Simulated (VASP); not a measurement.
Write the native input for VASP 6.6.1 that does the following.

| Property | Result |
| --- | --- |
| Task | single point |
| Functional | LDA |
| Potentials or basis | VASP PAW LDA potentials, release 64 (Sr_sv, O) |
| Cutoff | 600 eV |
| k mesh | 14 × 14 × 14 |
| Occupations | fermi-dirac, width 0.05 eV |
| Spin | no spin polarisation |
| Dipole correction | no |
| Further INCAR settings | ALGO = Normal; EDIFF = 1e-06; NBANDS = 15 |

The structure of SrO lies in POSCAR:

```
SrO
1.0
    0.0000000000      2.5321975707      2.5321975707
    2.5321975707      0.0000000000      2.5321975707
    2.5321975707      2.5321975707      0.0000000000
Sr O
1 1
Direct
    0.5000000000      0.5000000000      0.5000000000
    0.0000000000      0.0000000000      0.0000000000
```

One way to write it, as run:

INCAR

```
SYSTEM = SrO
ALGO     = Normal         ! electronic algorithm
EDIFF    = 1E-6           ! SCF threshold, eV
ENCUT    = 600            ! plane-wave cutoff, eV
GGA      = CA             ! functional
GGA_COMPAT= .False.      
ISIF     = 2              ! what is computed and relaxed
ISMEAR   = -1             ! smearing method
LASPH    = .True.         ! aspherical terms in the spheres
LCHARG   = .False.        ! write CHGCAR
LREAL    = .False.        ! projectors in reciprocal space
LWAVE    = .False.        ! write WAVECAR
NBANDS   = 15             ! bands
NELM     = 120            ! most SCF steps
PREC     = Accurate       ! precision mode
SIGMA    = 0.05           ! smearing width, eV
```

KPOINTS

```
k-points
0
Gamma
  14 14 14
  0 0 0
```

Potentials or basis: VASP PAW LDA potentials, release 64 (Sr_sv, O).

The run is started by

```sh
$ cat potpaw_LDA.64/Sr_sv/POTCAR potpaw_LDA.64/O/POTCAR > POTCAR
$ mpirun -np 1 vasp_std > vasp.out
```

It gave:

| Quantity | Value |
| --- | --- |
| Pressure | 0.7 GPa |
| Band gap on the k mesh | 3.06 eV (least direct gap 3.11 eV) |

It took 57 s on 1 thread of Intel(R) Xeon(R) Platinum 8259CL CPU @ 2.50GHz (Skylake/Cascade Lake), on a shared host, peak memory 0.2 GiB.
